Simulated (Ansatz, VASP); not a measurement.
# Ir in VASP and in Ansatz

The input INCAR:

```
SYSTEM = Ir
AGGAC = 1.0
AGGAX = 1.0
ALDAC = 0.0
ALDAX = 1.0
ALGO = Normal
EDIFF = 1E-6
ENCUT = 560
GGA = B5
GGA_COMPAT = .FALSE.
ISIF = 2
ISMEAR = -1
LASPH = .TRUE.
LCHARG = .FALSE.
LREAL = .FALSE.
LWAVE = .FALSE.
NBANDS = 14
NELM = 120
PREC = Accurate
SIGMA = 0.1
```

KPOINTS

```
k-points
0
G
  16 16 16
  0 0 0
```

The input POSCAR:

```
Ir
1.0
   -1.5399005410      1.5399005410      1.5399005410
    1.5399005410     -1.5399005410      1.5399005410
    1.5399005410      1.5399005410     -1.5399005410
Ir
1
Direct
    0.0000000000      0.0000000000      0.0000000000
```

Input for Ansatz:

```yaml
crystal:
  lattice:
    - [-1.539900541, 1.539900541, 1.539900541]
    - [1.539900541, -1.539900541, 1.539900541]
    - [1.539900541, 1.539900541, -1.539900541]
  atoms:
    - { symbol: Ir, position: [0.0, 0.0, 0.0] }
hamiltonian:
  xc: blyp
  pseudopotentials:
    kind: paw
    azcp:
      Ir: "pseudopotentials/Ir.paw.azcp"
basis:
  ecutwfc: 420
  fft_grid_basis: typed
kpoints:
  mp_grid: { grid: [16, 16, 16], shift: [0, 0, 0] }
magnetization:
  spin_polarized: false
scf:
  occupations: { method: fermi_dirac, width: 0.1 }
  lower_state_search: "off"
output:
  stress: true
  write_density: true
  write_potential: true
  elf: true
  volumetric_format: npy
```

Alike in both runs: task single point; functional BLYP; k mesh 16 × 16 × 16; occupations fermi-dirac, width 0.1 eV; no spin polarisation.

|  | VASP | Ansatz |
| --- | --- | --- |
| version | VASP 6.6.1 | Ansatz 0.2.0 |
| potentials or method | VASP PAW PBE potentials, release 64 (Ir_sv_GW), cutoff 560 eV | plane waves (420 eV) with PAW, scalar-relativistic |
| valence electrons in the cell | 17 | 17 |

```csv
,VASP,Ansatz,Ansatz less VASP
pressure (GPa),26.4,26.6,+0.18
```

VASP's potentials were made for PBE, not for BLYP.

Spin-orbit coupling is off throughout.
